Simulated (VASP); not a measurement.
## C: single point with r2SCAN

C:

```
C
1.0
     2.45591    0.00000    0.00000
    -1.22796    2.12688    0.00000
     0.00000    0.00000    7.01063
C
4
Cartesian
  1.2280 2.1269 1.7527
  0.0000 0.0000 5.2580
  0.0000 1.4179 1.7527
  1.2280 0.7090 5.2580
```

* Program: VASP 6.6.1
* Task: single point
* Functional: r2SCAN
* Potentials or basis: VASP PAW PBE potentials, release 64 (C)
* Cutoff: 520 eV
* k mesh: 15 × 15 × 5
* Occupations: gaussian, width 0.01 eV
* Spin: no spin polarisation
* Dipole correction: no
* Further INCAR settings: ALGO = Normal; EDIFF = 1e-06; NBANDS = 16

```json
{
  "Pressure": "0.7 GPa",
  "Band gap on the k mesh": "zero (bands 8 and 9 overlap by 0.02 eV)"
}
```

Stress tensor (GPa, compression positive):
```
 1.02  0.00  0.00
 0.00  1.02  0.00
 0.00  0.00 -0.02
```

Levels at points of the mesh, in eV from the Fermi level:
| k point | band 4 | band 5 | band 6 | band 7 | band 8 | band 9 | band 10 | band 11 | band 12 | band 13 |
| --- | --- | --- | --- | --- | --- | --- | --- | --- | --- | --- |
| (0.00, 0.00, 0.00) | -7.26 | -3.21 | -3.21 | -3.20 | -3.20 | 4.06 | 8.72 | 8.72 | 8.76 | 8.76 |

Run time: 100 s on 1 thread of Intel(R) Xeon(R) Platinum 8488C (Sapphire Rapids), with other jobs on the host, peak memory 0.16 GiB.

Caveat: the PAW data sets were made with another functional, which shifts forces and pressure a little.
